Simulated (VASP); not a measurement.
# TiAl (P4mm) in VASP: single point with PBEsol

Aim: the single point of TiAl with PBEsol.

Everything below comes from runs of VASP 6.6.1. Logs are shortened: lines on timing, memory, paths and dates and some standing lists are left out, and cuts for length are marked.

## 1. The cell of the first run

It takes space group P4mm (No. 99, tetragonal). Conventional cell: a = 3.179 Å, b = 3.179 Å, c = 3.179 Å, α = 90.00°, β = 90.00°, γ = 90.00°. Within 3.6 Å of Ti (site symmetry 4mm) lie 8 Al at 2.70 to 2.81 Å and 6 Ti at 3.18 Å. Al (site symmetry 4mm) has 8 Ti at 2.70 to 2.81 Å and 6 Al at 3.18 Å within 3.6 Å.

## 2. Single point, PBEsol (atom 1 (Ti) moved by (-0.100, +0.000) A along y and z)

Contents of INCAR:

```
SYSTEM = TiAl
ALGO     = Fast           ! electronic algorithm
EDIFF    = 1E-6           ! SCF threshold, eV
ENCUT    = 520            ! plane-wave cutoff, eV
GGA      = PS             ! functional
ISIF     = 2              ! what is computed and relaxed
ISMEAR   = 1              ! smearing method
LASPH    = .True.         ! aspherical terms in the spheres
LCHARG   = .False.        ! write CHGCAR
LREAL    = .False.        ! projectors in reciprocal space
LWAVE    = .False.        ! write WAVECAR
NBANDS   = 14             ! bands
NELM     = 80             ! most SCF steps
PREC     = Accurate       ! precision mode
SIGMA    = 0.4            ! smearing width, eV
```

Contents of KPOINTS:

```
k-points
0
Gamma
  16 16 16
  0 0 0
```

Contents of POSCAR:

```
TiAl
1.0
    3.1790640000      0.0000000000      0.0000000000
    0.0000000000      3.1790640000      0.0000000000
    0.0000000000      0.0000000000      3.1790640000
Ti Al
1 1
Direct
    0.0000000000     -0.0314557996      0.0000000000
    0.5000000000      0.5000000000      0.5000000000
```

Potentials or basis: VASP PAW PBE potentials, release 64 (Ti_sv, Al).

Launch:

```bash
cat potpaw_PBE.64/Ti_sv/POTCAR potpaw_PBE.64/Al/POTCAR > POTCAR
mpirun -np 1 vasp_std > vasp.out
```

OUTCAR:

```text
SYSTEM = TiAl
   EDIFF = 1E-6
   ENCUT = 520
   GGA = PS
   ISIF = 2
   ISMEAR = 1
   LASPH = .True.
   LREAL = .False.
   NELM = 80
   PREC = Accurate

 ion  position               nearest neighbor table
   1  0.000  0.969  0.000-   2 2.70   2 2.70   2 2.70   2 2.70   2 2.81   2 2.81   2 2.81   2 2.81

   2  0.500  0.500  0.500-   1 2.70   1 2.70   1 2.70   1 2.70   1 2.81   1 2.81   1 2.81   1 2.81

  LATTYP: Found a simple cubic cell.
 ALAT       =     3.1790640000

  Lattice vectors:

 A1 = (   3.1790640000,   0.0000000000,   0.0000000000)
 A2 = (   0.0000000000,   3.1790640000,   0.0000000000)
 A3 = (   0.0000000000,   0.0000000000,   3.1790640000)

Analysis of symmetry for initial positions (statically):
=====================================================================
 Subroutine PRICEL returns:
 Original cell was already a primitive cell.

 Routine SETGRP: Setting up the symmetry group for a
 simple cubic supercell.

 Subroutine GETGRP returns: Found  8 space group operations
 (whereof  8 operations were pure point group operations)
 out of a pool of 48 trial point group operations.

The static configuration has the point symmetry C_4v.

Analysis of symmetry for dynamics (positions and initial velocities):
=====================================================================
 Subroutine PRICEL returns:
 Original cell was already a primitive cell.

 Routine SETGRP: Setting up the symmetry group for a
 simple cubic supercell.

 Subroutine GETGRP returns: Found  8 space group operations
 (whereof  8 operations were pure point group operations)
 out of a pool of 48 trial point group operations.

The dynamic configuration has the point symmetry C_4v.

 Subroutine INISYM returns: Found  8 space group operations
 (whereof  8 operations are pure point group operations),
 and found     1 'primitive' translations

----------------------------------------------------------------------------------------

                                     Primitive cell

  volume of cell :      32.1290

  direct lattice vectors                    reciprocal lattice vectors
     3.179064000  0.000000000  0.000000000     0.314557996  0.000000000  0.000000000
     0.000000000  3.179064000  0.000000000     0.000000000  0.314557996  0.000000000
     0.000000000  0.000000000  3.179064000     0.000000000  0.000000000  0.314557996

  length of vectors
     3.179064000  3.179064000  3.179064000     0.314557996  0.314557996  0.314557996

  position of ions in fractional coordinates (direct lattice)
     0.000000000  0.968544200  0.000000000
     0.500000000  0.500000000  0.500000000

  ion indices of the primitive-cell ions
   primitive index   ion index
                 1           1
                 2           2

----------------------------------------------------------------------------------------

 KPOINTS: k-points

Automatic generation of k-mesh.
 Grid dimensions read from file:
 generate k-points for:   16   16   16

 Generating k-lattice:

  Cartesian coordinates                     Fractional coordinates (reciprocal lattice)
     0.019659875  0.000000000  0.000000000     0.062500000  0.000000000  0.000000000
     0.000000000  0.019659875  0.000000000     0.000000000  0.062500000  0.000000000
     0.000000000  0.000000000  0.019659875     0.000000000  0.000000000  0.062500000

  Length of vectors
     0.019659875  0.019659875  0.019659875

  Shift w.r.t. Gamma in fractional coordinates (k-lattice)
     0.000000000  0.000000000  0.000000000

 Subroutine IBZKPT returns following result:
 ===========================================

 Found    405 irreducible k-points:

 Following reciprocal coordinates:
            Coordinates               Weight
  0.000000  0.000000  0.000000      1.000000
  0.062500  0.000000  0.000000      4.000000
  0.000000  0.062500  0.000000      2.000000
  0.125000  0.000000  0.000000      4.000000
  0.000000  0.125000  0.000000      2.000000
  0.187500  0.000000  0.000000      4.000000
[... 16 lines left out ...]
  0.187500  0.062500  0.000000      8.000000
  0.000000  0.187500  0.062500      8.000000
 [... further k-points ...]
   k-points           NKPTS =    405   k-points in BZ     NKDIM =    405   number of bands    NBANDS=     14
   number of dos      NEDOS =    301   number of ions     NIONS =      2
   total plane-waves  NPLWV =  13824
   dimension x,y,z NGX =    24 NGY =   24 NGZ =   24
   dimension x,y,z NGXF=    48 NGYF=   48 NGZF=   48
   ions per type =               1   1
   NGX,Y,Z   is equivalent  to a cutoff of  12.55, 12.55, 12.55 a.u.
   NGXF,Y,Z  is equivalent  to a cutoff of  25.10, 25.10, 25.10 a.u.
 SYSTEM =  TiAl
   PREC   = accura    normal or accurate (medium, high low for compatibility)
   ISTART =      0    job   : 0-new  1-cont  2-samecut
   ICHARG =      2    charge: 1-file 2-atom 10-const
   ISPIN  =      1    spin polarized calculation?
   LNONCOLLINEAR =      F non collinear calculations
   LSORBIT =      F    spin-orbit coupling
   LASPH  =      T    aspherical Exc in radial PAW
   ENCUT  =  520.0 eV  38.22 Ry    6.18 a.u.   5.91  5.91  5.91*2*pi/ulx,y,z
   NELM   =     80;   NELMIN=  2; NELMDL= -5     # of ELM steps
   EDIFF  = 0.1E-05   stopping-criterion for ELM
   LREAL  =      F    real-space projection
   EDIFFG = 0.1E-04   stopping-criterion for IOM
   NSW    =      0    number of steps for IOM
   IBRION =     -1    ionic relax: 0-MD 1-quasi-New 2-CG
   NFREE  =      0    steps in history (QN), initial steepest desc. (CG)
   ISIF   =      2    stress and relaxation
   ISYM   =      2    0-nonsym 1-usesym 2-fastsym
   POTIM  = 0.5000    time-step for ionic-motion
   TEBEG  =    0.0;   TEEND  =   0.0 temperature during run
   PSTRESS=    0.0 pullay stress
   NELECT =      15.0000    total number of electrons
   NUPDOWN=      -1.0000    fix difference up-down
   EMIN   =  10.00;   EMAX   =-10.00  energy-range for DOS
   EFERMI =   0.00;   METHOD = LEGACY
   ISMEAR =     1;   SIGMA  =   0.40  broadening in eV -4-tet -1-fermi 0-gaus
   EFERMI_NEDOS =   21; number of points for ismear=-14 and -15
   IALGO  =     68    algorithm
   IMIX   =      4    mixing-type and parameters
     AMIX     =   0.40;   BMIX     =  1.00
     AMIX_MAG =   1.60;   BMIX_MAG =  1.00
  volume/ion in A,a.u.               =      16.06       108.41
  Fermi-wavevector in a.u.,A,eV,Ry     =   1.270007  2.399964 21.945065  1.612917
  Thomas-Fermi vector in A             =   2.403017
   LORBIT       =      0    0 simple, 1 ext, 2 COOP (PROOUT), +10 PAW based schemes
   GGA     = PS    functional components
   LHFCALC =     F    Hartree Fock is set to
   AEXX    =    0.0000 exact exchange contribution
   IVDW    =     0    specifies the selected vdW correction
   LEPSILON=     F    determine dielectric tensor
   LRPA    =     F    only Hartree local field effects (RPA)
 non-spin polarized calculation
 RMM-DIIS sequential band-by-band and
 Methfessel and Paxton  Order N= 1 SIGMA  =   0.40
  energy-cutoff  :      520.00
  volume of cell :       32.13
 maximum number of plane-waves:       912
 NGX is ok and might be reduce to    24
   NGX = 11   NGY = 11   NGZ = 11

 number of electron      14.9999995 magnetization

 Free energy of the ion-electron system (eV)
  ---------------------------------------------------
  ext. energy  EPLUGINS =         0.00000000
  ---------------------------------------------------
  free energy    TOTEN  =       -12.93400402 eV

  energy without entropy =      -12.93048654  energy(sigma->0) =      -12.93283152

 E-fermi :   8.6785     XC(G=0): -11.1873

 val. band max:        8.6782562565   @ k =   0.3750   0.1875   0.1875
 cond. band min:       8.6791378008   @ k =   0.3750   0.2500   0.4375
 fundamental gap:      0.0008815442
 Fermi energy:         8.6785024887

 k-point     1 :       0.0000    0.0000    0.0000
  band No.  band energies     occupation
      1     -47.9919      2.00000
      2     -24.2946      2.00000
      3     -24.2946      2.00000
      4     -24.2933      2.00000
      5      -0.5794      2.00000
      6       7.2278      2.00000
      7       7.2295      2.00000
      8      10.4499     -0.00000
      9      10.4541     -0.00000
     10      10.4541     -0.00000
     11      13.1050     -0.00000
     12      13.1050     -0.00000
     13      13.1238     -0.00000
     14      17.5226      0.00000

 k-point     2 :       0.0625    0.0000    0.0000
  band No.  band energies     occupation
      1     -47.9914      2.00000
      2     -24.3013      2.00000
      3     -24.2940      2.00000
      4     -24.2927      2.00000
      5      -0.5169      2.00000
      6       7.1982      2.00000
      7       7.2571      2.00001
      8      10.3344     -0.00000
      9      10.3455     -0.00000
     10      10.4663     -0.00000
     11      12.8120     -0.00000
     12      13.2613     -0.00000
     13      13.2977     -0.00000
     14      17.4330      0.00000

 k-point     3 :       0.0000    0.0625    0.0000
  band No.  band energies     occupation
      1     -47.9914      2.00000
      2     -24.3000      2.00000
      3     -24.2940      2.00000
      4     -24.2940      2.00000
      5      -0.5170      2.00000
      6       7.1991      2.00000
      7       7.2557      2.00001
      8      10.3441     -0.00000
      9      10.3441     -0.00000
     10      10.4574     -0.00000
     11      12.8460     -0.00000
     12      13.2604     -0.00000
     13      13.2604     -0.00000
     14      17.4533      0.00000
[... 324 lines left out ...]
 k-point    23 :       0.1875    0.0625    0.0000
  band No.  band energies     occupation
      1     -47.9867      2.00000
      2     -24.3481      2.00000
      3     -24.2951      2.00000
      4     -24.2893      2.00000
      5       0.0345      2.00000
      6       6.8326      2.00000
      7       7.4495      2.00012
      8       9.6318     -0.00384
      9       9.7460     -0.00105
     10      10.4454     -0.00000
     11      11.8237     -0.00000
     12      13.9177     -0.00000
     13      14.3471     -0.00000
     14      17.0284      0.00000

 k-point    24 :       0.0000    0.1875    0.0625
  band No.  band energies     occupation
      1     -47.9867      2.00000
      2     -24.3467      2.00000
      3     -24.2964      2.00000
      4     -24.2893      2.00000
      5       0.0339      2.00000
      6       6.8316      2.00000
      7       7.4472      2.00012
      8       9.6272     -0.00403
      9       9.7586     -0.00090
     10      10.4368     -0.00000
     11      11.8460     -0.00000
     12      13.8904     -0.00000
     13      14.3418     -0.00000
     14      17.0431      0.00000

 [... further k-points ...]

------------------------ aborting loop because EDIFF is reached ----------------------------------------

  FORCE on cell =-STRESS in cart. coord.  units (eV):
  Direction    XX          YY          ZZ          XY          YZ          ZX
  --------------------------------------------------------------------------------------
  -------------------------------------------------------------------------------------
  Total       -0.3763021     -0.4683153     -0.3763021      0.0000000      0.0000000     -0.0000000
  in kB      -18.7650385    -23.3534557    -18.7650385      0.0000000      0.0000000     -0.0000000
  external PRESSURE =     -20.2945109 kB  Pullay stress =       0.0000000 kB

 VOLUME and BASIS-vectors are now :
 -----------------------------------------------------------------------------
  energy-cutoff  :      520.00
  volume of cell :       32.13
      direct lattice vectors                 reciprocal lattice vectors
     3.179064000  0.000000000  0.000000000     0.314557996  0.000000000  0.000000000
     0.000000000  3.179064000  0.000000000     0.000000000  0.314557996  0.000000000
     0.000000000  0.000000000  3.179064000     0.000000000  0.000000000  0.314557996

 POSITION                                       TOTAL-FORCE (eV/Angst)
 -----------------------------------------------------------------------------------
      0.00000      3.07906      0.00000         0.000000      0.614082      0.000000
      1.58953      1.58953      1.58953         0.000000     -0.614082     -0.000000
 -----------------------------------------------------------------------------------
    total drift:                                0.000000      0.000121      0.000000

  FREE ENERGIE OF THE ION-ELECTRON SYSTEM (eV)
  ---------------------------------------------------
  free  energy   TOTEN  =       -12.9340040155 eV

  energy  without entropy=      -12.9304865370  energy(sigma->0) =      -12.93283152
```

Wall time 77 s (1 thread of Intel Xeon 6975P-C (Granite Rapids), shared host); peak memory 0.3 GiB.

Results:

```yaml
Free_energy: -12.9340 eV
Pressure: -2.0 GPa
Largest_force: 0.614 eV/Å
Band_gap_on_the_k_mesh: zero (an odd number of electrons rules out a gap without spin polarisation)
```

Forces on the atoms (eV/Å):
```
Ti   0.000  0.614  0.000
Al   0.000 -0.614  0.000
```

Stress tensor (GPa, compression positive):
```
-1.88  0.00  0.00
 0.00 -2.34  0.00
 0.00  0.00 -1.88
```

Levels at points of the mesh, in eV from the Fermi level:
```
           k point  band 5  band 6  band 7  band 8  band 9  band 10  band 11  band 12
(0.00, 0.00, 0.00)   -9.26   -1.45   -1.45    1.77    1.78     1.78     4.43     4.43
(0.50, 0.00, 0.00)   -6.01   -5.19   -0.56    0.11    0.14     1.98     3.00     6.52
(0.00, 0.50, 0.00)   -6.02   -5.18   -0.57    0.13    0.13     1.98     3.00     6.56
(0.50, 0.50, 0.00)   -5.00   -2.12   -2.09   -1.45    0.67     0.69     2.74     4.69
(0.50, 0.00, 0.50)   -5.02   -2.09   -2.09   -1.47    0.70     0.70     2.74     4.68
(0.50, 0.50, 0.50)   -3.11   -3.09   -3.09    0.65    2.81     2.81     2.89     2.89
```

Caveat: the cell differs from its parent crystal (atom 1 (Ti) moved by (-0.100, +0.000) A along y and z); so wide a smearing shifts energies and pressures; the PAW data sets were made with another functional, which shifts forces and pressure a little.
